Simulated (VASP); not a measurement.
Runs of VASP 6.6.1 on KF. The structure is that of space group Pm-3m (No. 221), or close to it. The cells are those of the table. 

```tsv
level	cell	smearing	gap on the mesh (eV)	pressure (GPa)
PBE	a = 2.991, b = 3.179, c = 3.179 Å, 2 atoms	fermi-dirac 0.02 eV	7.10	(c)
r2SCAN	a = 3.179, b = 3.179, c = 3.156 Å, 2 atoms	gaussian 0.01 eV	(a)	0.3
PBE	a = 3.179, b = 3.179, c = 3.156 Å, 2 atoms	fermi-dirac 0.02 eV	6.83	3.3
r2SCAN	a = 3.123 Å, 2 atoms	gaussian 0.01 eV	8.18	2.6
PBE	a = 3.123 Å, 2 atoms	fermi-dirac 0.02 eV	7.22	(b)
```

Alike in all rows: task single point; potentials or basis VASP PAW PBE potentials, release 64 (K_sv, F); no spin polarisation; k mesh 8 × 8 × 8; cutoff (eV) 520.

Estimate the missing entries.

(a) 7.77; (b) 5.9; (c) 6.4.

Caveats: the PAW data sets were made with another functional, which shifts forces and pressure a little (some runs).

A k mesh can miss the band edges.
